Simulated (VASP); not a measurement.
## Ti: single point with LDA

The system is Ti.

```
Ti
1.0
     2.86283    0.00000    0.00000
    -1.43142    2.47928    0.00000
     0.00000    0.00000    4.53690
Ti
2
Cartesian
  0.0000 1.6529 3.4027
  1.4314 0.8264 1.1342
```

- Program: VASP 6.6.1
- Task: single point
- Functional: LDA
- Potentials or basis: VASP PAW LDA potentials, release 64 (Ti_sv)
- Cutoff: 520 eV
- k mesh: 16 × 16 × 10
- Occupations: gaussian, width 0.05 eV
- Spin: no spin polarisation

The pressure is -0.2 GPa and the band gap on the k mesh is zero (band 12 reaches 9.74 eV, above the bottom of band 13 at 8.65 eV).

Stress tensor (GPa, compression positive):
```
-0.14  0.00  0.00
 0.00 -0.14  0.00
 0.00  0.00 -0.22
```

Levels at points of the mesh, in eV from the Fermi level:
| k point | band 9 | band 10 | band 11 | band 12 | band 13 | band 14 | band 15 | band 16 |
| --- | --- | --- | --- | --- | --- | --- | --- | --- |
| (0.00, 0.00, 0.00) | -6.31 | -2.88 | 0.77 | 0.77 | 0.90 | 1.09 | 1.33 | 1.33 |
| (0.50, 0.00, 0.00) | -2.43 | -2.41 | -2.07 | -0.47 | 0.43 | 0.67 | 1.26 | 3.65 |
| (0.00, 0.00, 0.50) | -4.35 | -4.35 | 0.07 | 0.07 | 0.66 | 0.66 | 0.66 | 0.66 |
| (0.50, 0.00, 0.50) | -2.76 | -2.76 | -0.93 | -0.93 | 1.60 | 1.60 | 1.82 | 1.82 |

It took 52 s on 1 thread of Intel(R) Xeon(R) Platinum 8488C (Sapphire Rapids), with other jobs on the host, peak memory 0.2 GiB.
